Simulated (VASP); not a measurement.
A run of VASP 6.6.1 is set up as follows.

Contents of INCAR:

```
PREC     = Accurate       # precision mode
ENCUT    = 520            # plane-wave cutoff, eV
EDIFF    = 1E-7           # SCF threshold, eV
ISMEAR   = 0              # smearing method
SIGMA    = 0.02           # smearing width, eV
LREAL    = False          # projectors in reciprocal space
LASPH    = True           # aspherical terms in the spheres
NELM     = 80             # most SCF steps
ALGO     = Normal         # electronic algorithm
ISIF     = 2              # what is computed and relaxed
LWAVE    = False          # write WAVECAR
LCHARG   = True           # write CHGCAR
GGA      = PS             # functional
LELF     = True           # ELF
LVHAR    = True         
NBANDS   = 16             # bands
```

KPOINTS

```
Automatic mesh
0
Gamma
  12 12 4
```

POSCAR

```
BN
1.0
    2.5518400432      0.0223138855      0.0207074866
   -1.2565956299      2.1399152225     -0.0060062986
    0.0551925000      0.0133800000      6.5812875000
B N
2 2
Direct
   -0.0164816350      0.0152917414      0.4994424514
    0.3528357149      0.6623008837     -0.0047443946
    0.0047827737      0.0063623581     -0.0034215247
    0.6588631464      0.3160450168      0.5087234679
```

Potentials or basis: VASP PAW PBE potentials, release 64 (B, N).

Launch:

```bash
$ cat potpaw_PBE.64/B/POTCAR potpaw_PBE.64/N/POTCAR > POTCAR
$ mpirun -np 1 vasp_std > vasp.out
```

Predict the largest force.

4.218 eV/Å.

Predict the pressure.

-1.1 GPa.

Predict the band gap on the k mesh.

4.00 eV, indirect (least direct gap 4.42 eV).

Forces on the atoms (eV/Å):
```
B    3.236 -2.572  0.772
B   -1.631  1.228  0.074
N    1.637 -1.229 -0.035
N   -3.242  2.573 -0.810
```

Caveat: the cell differs from its parent crystal (atoms moved at random and the cell strained at random); the PAW data sets were made with another functional, which shifts forces and pressure a little. A k mesh can miss the band edges.
